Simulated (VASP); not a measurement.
**KCl: single point with PBEsol**

KCl:

```
K Cl
1.0
     3.83920    0.00000    0.00000
     0.00000    3.83920    0.00000
     0.00000    0.00000    3.83920
K Cl
1 1
Direct
  0.00000 0.00000 0.00000
  0.50000 0.50000 0.50000
```

```yaml
Program: VASP 6.6.1
Task: single point
Functional: PBEsol
Potentials_or_basis: VASP PAW PBE potentials, release 64 (K_sv, Cl)
Cutoff: 500 eV
k_mesh: 6 × 6 × 6
Occupations: fermi-dirac, width 0.02 eV
Spin: no spin polarisation
Dipole_correction: no
Further_INCAR_settings: ALGO = Normal; EDIFF = 1e-06; NBANDS = 15
```

The pressure is -1.4 GPa and the band gap on the k mesh is 4.62 eV, indirect (least direct gap 4.83 eV).

Levels at points of the mesh, in eV from the valence-band top:
```tsv
k point	band 6	band 7	band 8	band 9	band 10	band 11
(0.00, 0.00, 0.00)	-0.21	-0.21	-0.21	4.62	6.45	6.45
(0.50, 0.00, 0.00)	-1.80	-0.22	-0.22	7.52	7.82	8.13
(0.50, 0.50, 0.00)	-1.22	-1.22	0.00	6.05	7.15	8.87
(0.50, 0.50, 0.50)	-1.34	-1.34	-1.34	8.65	8.65	8.65
```

Wall time 8.8 s on 1 thread of Intel(R) Xeon(R) Platinum 8559C (Emerald Rapids), with other jobs on the host, peak memory 0.15 GiB.

Caveat: the PAW data sets were made with another functional, which shifts forces and pressure a little. A k mesh can miss the band edges.
